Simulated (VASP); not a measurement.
# SrTiO3 (Pmm2) in VASP: a series of runs

The runs below take SrTiO3 through single point, with PBEsol.

All numbers are computed with VASP 6.6.1; they aren't measurements. Logs are shortened: lines on timing, memory, paths and dates and some standing lists are left out, and cuts for length are marked.

## Step 1: The cell of the first run

It takes space group Pmm2 (No. 25, orthorhombic). Conventional cell: a = 3.891 Å, b = 4.047 Å, c = 4.047 Å, α = 90.00°, β = 90.00°, γ = 90.00°. Within 3.7 Å of Sr (site symmetry mm2) lie 12 O at 2.77 to 2.90 Å and 8 Ti at 3.45 to 3.47 Å. Within 2.6 Å of Ti (site symmetry mm2) lie 6 O at 1.95 to 2.09 Å. O (site symmetry mm2) has 2 Ti at 1.96 to 2.09 Å within 2.6 Å. O (site symmetry mm2) has 2 Ti at 2.02 Å and 4 Sr at 2.77 to 2.85 Å and 8 O at 2.81 to 2.86 Å within 2.9 Å. Within 2.6 Å of O (site symmetry mm2) lie 2 Ti at 1.95 Å.

## Step 2: Single point, PBEsol (atoms displaced along a vibrational mode, the cell strained)

Contents of INCAR:

```
PREC = Accurate
ENCUT = 520
EDIFF = 1E-6
ISMEAR = 0
SIGMA = 0.05
LREAL = F
LASPH = T
NELM = 100
ALGO = Normal
ISIF = 2
LWAVE = F
LCHARG = T
GGA = PS
LELF = T
LVHAR = T
NBANDS = 28
```

Contents of KPOINTS:

```
regular mesh
0
Gamma
  8 8 8
```

Contents of POSCAR:

```
SrTiO3
1.0
    4.0470368016      0.0000000000      0.0000000000
    0.0000000000      4.0470368016      0.0000000000
    0.0000000000      0.0000000000      3.8913815400
Sr Ti O
1 1 3
Direct
    0.0024043448      0.0000000000      0.0000000000
    0.5059354150      0.5000000000      0.5000000000
   -0.0096992381      0.5000000000      0.5000000000
    0.4893868027      0.0000000000      0.5000000000
    0.4893868027      0.5000000000      0.0000000000
```

Potentials or basis: VASP PAW PBE potentials, release 64 (Sr_sv, Ti_sv, O).

Command:

```
$ cat potpaw_PBE.64/Sr_sv/POTCAR potpaw_PBE.64/Ti_sv/POTCAR potpaw_PBE.64/O/POTCAR > POTCAR
$ mpirun -np 1 vasp_std > vasp.out
```

OUTCAR:

```text
PREC = Accurate
   ENCUT = 520
   EDIFF = 1E-6
   ISMEAR = 0
   LREAL = F
   LASPH = T
   NELM = 100
   ISIF = 2
   GGA = PS

 ion  position               nearest neighbor table
   1  0.002  0.000  0.000-   4 2.77   4 2.77   3 2.81   3 2.81   3 2.81   3 2.81   5 2.82   5 2.82
                             4 2.85   4 2.85   5 2.90   5 2.90   2 3.45   2 3.45   2 3.45   2 3.45
   2  0.506  0.500  0.500-   5 1.95   5 1.95   3 1.96   4 2.02   4 2.02   3 2.09   1 3.45   1 3.45
                             1 3.45   1 3.45   1 3.47   1 3.47   1 3.47   1 3.47
   3  0.990  0.500  0.500-   2 1.96   2 2.09   1 2.81   1 2.81   1 2.81   1 2.81
   4  0.489  0.000  0.500-   2 2.02   2 2.02   1 2.77   1 2.77   1 2.85   1 2.85
   5  0.489  0.500  0.000-   2 1.95   2 1.95   1 2.82   1 2.82   1 2.90   1 2.90

  LATTYP: Found a simple tetragonal cell.
 ALAT       =     4.0470368016
 C/A-ratio  =     0.9615384615

  Lattice vectors:

 A1 = (   4.0470368016,   0.0000000000,   0.0000000000)
 A2 = (   0.0000000000,   4.0470368016,   0.0000000000)
 A3 = (   0.0000000000,   0.0000000000,   3.8913815400)

Analysis of symmetry for initial positions (statically):
=====================================================================
 Subroutine PRICEL returns:
 Original cell was already a primitive cell.

 Routine SETGRP: Setting up the symmetry group for a
 simple tetragonal supercell.

 Subroutine GETGRP returns: Found  4 space group operations
 (whereof  4 operations were pure point group operations)
 out of a pool of 16 trial point group operations.

The static configuration has the point symmetry C_2v.

Analysis of symmetry for dynamics (positions and initial velocities):
=====================================================================
 Subroutine PRICEL returns:
 Original cell was already a primitive cell.

 Routine SETGRP: Setting up the symmetry group for a
 simple tetragonal supercell.

 Subroutine GETGRP returns: Found  4 space group operations
 (whereof  4 operations were pure point group operations)
 out of a pool of 16 trial point group operations.

The dynamic configuration has the point symmetry C_2v.

 Subroutine INISYM returns: Found  4 space group operations
 (whereof  4 operations are pure point group operations),
 and found     1 'primitive' translations

----------------------------------------------------------------------------------------

                                     Primitive cell

  volume of cell :      63.7350

  direct lattice vectors                    reciprocal lattice vectors
     4.047036802  0.000000000  0.000000000     0.247094368  0.000000000  0.000000000
     0.000000000  4.047036802  0.000000000     0.000000000  0.247094368  0.000000000
     0.000000000  0.000000000  3.891381540     0.000000000  0.000000000  0.256978143

  length of vectors
     4.047036802  4.047036802  3.891381540     0.247094368  0.247094368  0.256978143

  position of ions in fractional coordinates (direct lattice)
     0.002404345  0.000000000  0.000000000
     0.505935415  0.500000000  0.500000000
     0.990300762  0.500000000  0.500000000
     0.489386803  0.000000000  0.500000000
     0.489386803  0.500000000  0.000000000

  ion indices of the primitive-cell ions
   primitive index   ion index
                 1           1
                 2           2
                 3           3
                 4           4
                 5           5

----------------------------------------------------------------------------------------

 KPOINTS: regular mesh

Automatic generation of k-mesh.
 Grid dimensions read from file:
 generate k-points for:    8    8    8

 Generating k-lattice:

  Cartesian coordinates                     Fractional coordinates (reciprocal lattice)
     0.030886796  0.000000000  0.000000000     0.125000000  0.000000000  0.000000000
     0.000000000  0.030886796  0.000000000     0.000000000  0.125000000  0.000000000
     0.000000000  0.000000000  0.032122268     0.000000000  0.000000000  0.125000000

  Length of vectors
[... 55 lines left out ...]
[... 20 lines left out ...]
     27       9.0928      0.00000
     28       9.3132      0.00000

 k-point     3 :       0.0000    0.1250    0.0000
  band No.  band energies     occupation
      1     -52.9616      2.00000
      2     -29.3807      2.00000
      3     -29.2986      2.00000
      4     -29.2833      2.00000
      5     -29.2706      2.00000
      6     -13.6765      2.00000
[... 20 lines left out ...]
     27       9.0940      0.00000
     28       9.3067      0.00000

 k-point     4 :       0.2500    0.0000    0.0000
  band No.  band energies     occupation
      1     -52.9613      2.00000
      2     -29.4034      2.00000
      3     -29.2980      2.00000
      4     -29.2748      2.00000
      5     -29.2661      2.00000
      6     -13.7360      2.00000
[... 20 lines left out ...]
     27       9.6375      0.00000
     28      10.3046      0.00000

 k-point     5 :       0.0000    0.2500    0.0000
  band No.  band energies     occupation
      1     -52.9613      2.00000
      2     -29.4009      2.00000
      3     -29.2980      2.00000
      4     -29.2827      2.00000
      5     -29.2604      2.00000
      6     -13.7438      2.00000
[... 20 lines left out ...]
     27       9.6338      0.00000
     28      10.2888      0.00000

 k-point     6 :       0.3750    0.0000    0.0000
  band No.  band energies     occupation
      1     -52.9610      2.00000
      2     -29.4230      2.00000
      3     -29.2974      2.00000
      4     -29.2741      2.00000
      5     -29.2567      2.00000
      6     -13.8221      2.00000
[... 463 lines left out ...]
      5     -29.2708      2.00000
      6     -13.6208      2.00000
[... 20 lines left out ...]
     27      11.3782      0.00000
     28      11.4095      0.00000

 k-point    22 :       0.3750    0.3750    0.0000
  band No.  band energies     occupation
      1     -52.9603      2.00000
      2     -29.3786      2.00000
      3     -29.3166      2.00000
      4     -29.2959      2.00000
      5     -29.2850      2.00000
      6     -13.4462      2.00000
[... 20 lines left out ...]
     27      11.1542      0.00000
     28      12.0758      0.00000

 k-point    23 :       0.5000    0.3750    0.0000
  band No.  band energies     occupation
      1     -52.9602      2.00000
      2     -29.3712      2.00000
      3     -29.3120      2.00000
      4     -29.3014      2.00000
      5     -29.2957      2.00000
      6     -13.3729      2.00000
[... 20 lines left out ...]
     27      11.0397      0.00000
     28      12.4627      0.00000

 k-point    24 :      -0.3750    0.5000    0.0000
  band No.  band energies     occupation
      1     -52.9602      2.00000
      2     -29.3684      2.00000
      3     -29.3201      2.00000
      4     -29.2961      2.00000
      5     -29.2957      2.00000
      6     -13.3786      2.00000
[... 20 lines left out ...]
     27      11.0355      0.00000
     28      12.4487      0.00000

 [... further k-points ...]
[... 5 lines left out ...]
  --------------------------------------------------------------------------------------
  -------------------------------------------------------------------------------------
  Total       -5.2849156     -5.4720634     -2.6019089      0.0000000      0.0000000      0.0000000
  in kB     -132.8527392   -137.5572810    -65.4070487      0.0000000      0.0000000      0.0000000
  external PRESSURE =    -111.9390230 kB  Pullay stress =       0.0000000 kB

 VOLUME and BASIS-vectors are now :
 -----------------------------------------------------------------------------
  energy-cutoff  :      520.00
  volume of cell :       63.74
      direct lattice vectors                 reciprocal lattice vectors
     4.047036802  0.000000000  0.000000000     0.247094368  0.000000000  0.000000000
     0.000000000  4.047036802  0.000000000     0.000000000  0.247094368  0.000000000
     0.000000000  0.000000000  3.891381540     0.000000000  0.000000000  0.256978143

 POSITION                                       TOTAL-FORCE (eV/Angst)
 -----------------------------------------------------------------------------------
      0.00973      0.00000      0.00000         0.060076      0.000000      0.000000
      2.04754      2.02352      1.94569         0.231056      0.000000      0.000000
      4.00778      2.02352      1.94569        -0.319306      0.000000      0.000000
      1.98057      0.00000      1.94569         0.046495      0.000000      0.000000
      1.98057      2.02352      0.00000        -0.018321      0.000000      0.000000
 -----------------------------------------------------------------------------------
    total drift:                                0.000359      0.000000      0.000006

  FREE ENERGIE OF THE ION-ELECTRON SYSTEM (eV)
  ---------------------------------------------------
  free  energy   TOTEN  =       -41.8139780338 eV

  energy  without entropy=      -41.8139780338  energy(sigma->0) =      -41.81397803
```

Run time: 4.1 min. Hardware: 1 thread of Intel Xeon 8259CL, shared host; peak memory 0.34 GiB.

What came out:

| Item | Value |
| --- | --- |
| Free energy | -41.8140 eV |
| Pressure | -11.2 GPa |
| Largest force | 0.319 eV/Å |
| Band gap on the k mesh | 1.70 eV (least direct gap 2.14 eV) |

Forces in eV/Å, atoms in the order of the input:
```
Sr   0.060  0.000  0.000
Ti   0.231  0.000  0.000
O   -0.319  0.000  0.000
O    0.046  0.000  0.000
O   -0.018  0.000  0.000
```

Stress tensor (GPa, compression positive):
```
-13.29   0.00   0.00
  0.00 -13.76   0.00
  0.00   0.00  -6.54
```

Caveat: the cell differs from its parent crystal (atoms displaced along a vibrational mode, the cell strained); the stress differs along the axes, from -14 to -7 GPa; the PAW data sets were made with another functional, which shifts forces and pressure a little.

## Step 3: Single point, PBEsol (atoms displaced along a vibrational mode, the cell strained)

Contents of INCAR:

```
SYSTEM = SrTiO3
PREC = Accurate
ENCUT = 520
EDIFF = 1E-6
ISMEAR = 0
SIGMA = 0.05
LREAL = .False.
LASPH = .True.
NELM = 80
ALGO = Normal
ISIF = 2
LWAVE = .False.
LCHARG = .False.
GGA = PS
NBANDS = 28
```

Contents of KPOINTS:

```
regular mesh
0
Gamma
  8 8 8
  0 0 0
```

POSCAR: that of step 2 with these lines changed.

```diff
@@ -2,4 +2,4 @@
 1.0
-    4.0470368016      0.0000000000      0.0000000000
-    0.0000000000      4.0470368016      0.0000000000
+    3.9431369145      0.0000000000      0.0000000000
+    0.0000000000      3.9431369145      0.0000000000
     0.0000000000      0.0000000000      3.8913815400
```

Potentials or basis: VASP PAW PBE potentials, release 64 (Sr_sv, Ti_sv, O).

Command:

```
$ cat potpaw_PBE.64/Sr_sv/POTCAR potpaw_PBE.64/Ti_sv/POTCAR potpaw_PBE.64/O/POTCAR > POTCAR
$ mpirun -np 1 vasp_std > vasp.out
```

Run time: 2.3 min. Hardware: 1 thread of Intel Xeon Platinum 8488C (Sapphire Rapids), shared host; peak memory 0.32 GiB.

It converged, with:

| Item | Value |
| --- | --- |
| Free energy | -41.9987 eV |
| Pressure | -3.7 GPa |
| Largest force | 0.086 eV/Å |
| Band gap on the k mesh | 1.78 eV (least direct gap 2.21 eV) |

Forces on the atoms (eV/Å):
```
Sr   0.030  0.000  0.000
Ti   0.051  0.000  0.000
O   -0.086  0.000  0.000
O    0.016  0.000  0.000
O   -0.012  0.000  0.000
```

Stress tensor (GPa, compression positive):
```
-4.29  0.00  0.00
 0.00 -4.96  0.00
 0.00  0.00 -2.00
```

Levels at points of the mesh, in eV from the valence-band top:
```csv
k point,band 17,band 18,band 19,band 20,band 21,band 22,band 23,band 24
"(0.00, 0.00, 0.00)",-1.18,-0.43,-0.43,-0.43,1.78,1.85,1.87,4.21
"(0.50, 0.00, 0.00)",-2.33,-2.00,-0.74,-0.74,1.95,3.68,3.69,4.27
"(0.00, 0.50, 0.00)",-2.30,-2.01,-0.83,-0.78,2.03,3.65,3.66,4.30
"(0.50, 0.50, 0.00)",-1.75,-1.64,-1.63,-0.15,3.66,3.70,4.10,5.28
"(0.00, 0.00, 0.50)",-2.39,-2.01,-0.84,-0.80,2.02,3.77,3.78,4.22
"(0.50, 0.00, 0.50)",-1.76,-1.56,-1.56,-0.11,3.69,3.78,4.17,5.14
"(0.00, 0.50, 0.50)",-1.77,-1.59,-1.59,-0.09,3.67,3.79,4.17,5.11
"(0.50, 0.50, 0.50)",-3.68,-0.05,-0.02,0.00,4.32,4.38,4.39,6.75
```

Caveat: the cell differs from its parent crystal (atoms displaced along a vibrational mode, the cell strained); the cell stands under tension; the PAW data sets were made with another functional, which shifts forces and pressure a little.

## Step 4: Single point, PBEsol (atoms displaced along a vibrational mode, the cell strained)

Contents of INCAR:

```
SYSTEM = SrTiO3
PREC = Accurate
ENCUT = 520
EDIFF = 1E-6
ISMEAR = 0
SIGMA = 0.05
LREAL = .FALSE.
LASPH = .TRUE.
NELM = 100
ALGO = Normal
ISIF = 2
LWAVE = .FALSE.
LCHARG = .FALSE.
GGA = PS
NBANDS = 28
```

Contents of KPOINTS:

```
Automatic mesh
0
G
  8 8 8
  0 0 0
```

Contents of POSCAR:

```
SrTiO3
1.0
    3.9431369145      0.0000000000      0.0000000000
    0.0000000000      3.9431369145      0.0000000000
    0.0000000000      0.0000000000      3.8913815400
Sr Ti O
1 1 3
Direct
    0.0048145112      0.0000000000      0.0000000000
    0.5118852015      0.5000000000      0.5000000000
   -0.0194219610      0.5000000000      0.5000000000
    0.4787479076      0.0000000000      0.5000000000
    0.4787479076      0.5000000000      0.0000000000
```

Command:

```
$ cat potpaw_PBE.64/Sr_sv/POTCAR potpaw_PBE.64/Ti_sv/POTCAR potpaw_PBE.64/O/POTCAR > POTCAR
$ mpirun -np 1 vasp_std > vasp.out
```

Wall time 2.5 min (1 thread of Intel Xeon Platinum 8488C (Sapphire Rapids), shared host); peak memory 0.33 GiB.

It converged, with:

```
Free energy            : -41.9987 eV
Pressure               : -3.0 GPa
Largest force          : 0.189 eV/Å
Band gap on the k mesh : 1.82 eV (least direct gap 2.36 eV)
```

Forces in eV/Å, atoms in the order of the input:
```
Sr   0.066  0.000  0.000
Ti  -0.189  0.000  0.000
O    0.042  0.000  0.000
O    0.066  0.000  0.000
O    0.015  0.000  0.000
```

Stress tensor (GPa, compression positive):
```
-2.20  0.00  0.00
 0.00 -4.91  0.00
 0.00  0.00 -2.02
```

Levels at points of the mesh, in eV from the valence-band top:
```
           k point  band 18  band 19  band 20  band 21  band 22  band 23
(0.00, 0.00, 0.00)    -0.57    -0.54    -0.54     1.82     2.10     2.14
(0.50, 0.00, 0.00)    -2.03    -0.73    -0.73     1.99     3.79     3.80
(0.00, 0.50, 0.00)    -2.05    -1.05    -0.89     2.28     3.65     3.70
(0.50, 0.50, 0.00)    -1.64    -1.63    -0.21     3.67     3.81     4.12
(0.00, 0.00, 0.50)    -2.06    -1.05    -0.90     2.26     3.76     3.82
(0.50, 0.00, 0.50)    -1.57    -1.55    -0.17     3.79     3.81     4.19
(0.00, 0.50, 0.50)    -1.69    -1.68    -0.09     3.70     3.82     4.19
(0.50, 0.50, 0.50)    -0.12    -0.09     0.00     4.34     4.38     4.41
```

Caveat: the cell differs from its parent crystal (atoms displaced along a vibrational mode, the cell strained); the cell stands under tension; the PAW data sets were made with another functional, which shifts forces and pressure a little.

## Step 5: Single point, PBEsol (atoms displaced along a vibrational mode, the cell strained)

Contents of INCAR:

```
SYSTEM = SrTiO3
PREC = Accurate ; ENCUT = 520
EDIFF = 1E-6 ; ISMEAR = 0
SIGMA = 0.05 ; LREAL = .FALSE.
LASPH = .TRUE. ; NELM = 100
ALGO = Normal ; ISIF = 2
LWAVE = .FALSE. ; LCHARG = .TRUE.
GGA = PS ; LELF = .TRUE.
LVHAR = .TRUE. ; NBANDS = 28
```

KPOINTS is that of step 4.

Contents of POSCAR:

```
SrTiO3
1.0
    3.9952814271      0.0000000000      0.0000000000
    0.0000000000      3.9952814271      0.0000000000
    0.0000000000      0.0000000000      3.8913815400
Sr Ti O
1 1 3
Direct
    0.0024043448      0.0000000000      0.0000000000
    0.5059354150      0.5000000000      0.5000000000
   -0.0096992381      0.5000000000      0.5000000000
    0.4893868027      0.0000000000      0.5000000000
    0.4893868027      0.5000000000      0.0000000000
```

Command:

```
$ cat potpaw_PBE.64/Sr_sv/POTCAR potpaw_PBE.64/Ti_sv/POTCAR potpaw_PBE.64/O/POTCAR > POTCAR
$ mpirun -np 1 vasp_std > vasp.out
```

It took 3.2 min on 1 thread of Intel Xeon Platinum 8488C (Sapphire Rapids), shared host; peak memory 0.33 GiB.

The run converged. Its results:

| Quantity | Value |
| --- | --- |
| Free energy | -41.9290 eV |
| Pressure | -7.7 GPa |
| Largest force | 0.210 eV/Å |
| Band gap on the k mesh | 1.74 eV (least direct gap 2.18 eV) |

Forces on the atoms (eV/Å):
```
Sr   0.046  0.000  0.000
Ti   0.147  0.000  0.000
O   -0.210  0.000  0.000
O    0.033  0.000  0.000
O   -0.016  0.000  0.000
```

Stress tensor (GPa, compression positive):
```
-9.13  0.00  0.00
 0.00 -9.69  0.00
 0.00  0.00 -4.36
```

Levels at points of the mesh, in eV from the valence-band top:
| k point | band 16 | band 17 | band 18 | band 19 | band 20 | band 21 | band 22 | band 23 | band 24 | band 25 |
| --- | --- | --- | --- | --- | --- | --- | --- | --- | --- | --- |
| (0.00, 0.00, 0.00) | -1.17 | -1.11 | -0.45 | -0.45 | -0.44 | 1.74 | 1.78 | 1.83 | 3.98 | 4.16 |
| (0.50, 0.00, 0.00) | -2.27 | -2.21 | -1.93 | -0.75 | -0.73 | 1.89 | 3.50 | 3.52 | 4.10 | 6.11 |
| (0.00, 0.50, 0.00) | -2.22 | -2.18 | -1.93 | -0.84 | -0.78 | 1.97 | 3.48 | 3.48 | 4.13 | 6.06 |
| (0.50, 0.50, 0.00) | -2.64 | -1.76 | -1.66 | -1.66 | -0.18 | 3.49 | 3.52 | 3.90 | 5.14 | 7.55 |
| (0.00, 0.00, 0.50) | -2.48 | -2.37 | -1.94 | -0.85 | -0.81 | 1.95 | 3.71 | 3.72 | 3.98 | 6.16 |
| (0.50, 0.00, 0.50) | -2.80 | -1.78 | -1.52 | -1.51 | -0.11 | 3.51 | 3.72 | 4.06 | 4.86 | 7.63 |
| (0.00, 0.50, 0.50) | -2.75 | -1.79 | -1.55 | -1.55 | -0.09 | 3.49 | 3.73 | 4.06 | 4.83 | 7.63 |
| (0.50, 0.50, 0.50) | -3.74 | -3.55 | -0.08 | -0.02 | 0.00 | 4.11 | 4.25 | 4.25 | 6.61 | 6.67 |

Caveat: the cell differs from its parent crystal (atoms displaced along a vibrational mode, the cell strained); the stress differs along the axes, from -10 to -4 GPa; the PAW data sets were made with another functional, which shifts forces and pressure a little. A k mesh can miss the band edges.

## Step 6: The runs side by side

```csv
cell,gap on the mesh (eV),pressure (GPa),largest force (eV/Å)
"a = 4.047, b = 4.047, c = 3.891 Å, 5 atoms, atomic positions A",1.70,-11.2,0.32
"a = 3.943, b = 3.943, c = 3.891 Å, 5 atoms, atomic positions A",1.78,-3.7,0.09
"a = 3.943, b = 3.943, c = 3.891 Å, 5 atoms, atomic positions B",1.82,-3.0,0.19
"a = 3.995, b = 3.995, c = 3.891 Å, 5 atoms, atomic positions A",1.74,-7.7,0.21
```

Alike in all rows: task single point; level PBEsol; potentials or basis VASP PAW PBE potentials, release 64 (Sr_sv, Ti_sv, O); no spin polarisation; k mesh 8 × 8 × 8; cutoff (eV) 520; smearing gaussian 0.05 eV.

Caveats: the PAW data sets were made with another functional, which shifts forces and pressure a little; the cell stands under tension (at least some runs); the stress differs along the axes, from -14 to -7 GPa (at least some runs); the stress differs along the axes, from -10 to -4 GPa (at least some runs).

Absolute energies hang on the potentials; compare differences alone.
